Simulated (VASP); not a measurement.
A run of VASP 6.6.1 is set up as follows.

File INCAR:

```
SYSTEM = SnTe
ALGO = Normal
EDIFF = 1E-6
ENCUT = 520
GGA = PS
ISIF = 2
ISMEAR = 0
LASPH = .TRUE.
LCHARG = .TRUE.
LELF = .TRUE.
LREAL = .FALSE.
LVHAR = .TRUE.
LWAVE = .FALSE.
NBANDS = 17
NELM = 60
PREC = Accurate
SIGMA = 0.03
```

The input KPOINTS:

```
k-points
0
G
  10 10 10
  0 0 0
```

POSCAR

```
SnTe
1.0
    0.0000000000      3.4290534875      2.6746617202
    3.4290534875      0.0000000000      2.6746617202
    3.4290534875      3.4290534875      0.0000000000
Sn Te
1 1
Direct
    0.0000000000      0.0000000000      0.0000000000
    0.5000000000      0.5000000000      0.5000000000
```

Potentials or basis: VASP PAW PBE potentials, release 64 (Sn_d, Te).

Command:

```sh
$ cat potpaw_PBE.64/Sn_d/POTCAR potpaw_PBE.64/Te/POTCAR > POTCAR
$ mpirun -np 1 vasp_std > vasp.out
```

Question: Predict the band gap on the k mesh.

Answer: Zero (bands 10 and 11 overlap by 1.37 eV).

Question: What does it give for the pressure?

Answer: 6.4 GPa.

Stress tensor (GPa, compression positive):
```
-4.89  0.00  0.00
 0.00 -4.89  0.00
 0.00  0.00 29.04
```

Caveat: the stress differs along the axes, from -5 to 29 GPa; the PAW data sets were made with another functional, which shifts forces and pressure a little; spin-orbit coupling is left out, which moves the levels of the heavy elements.
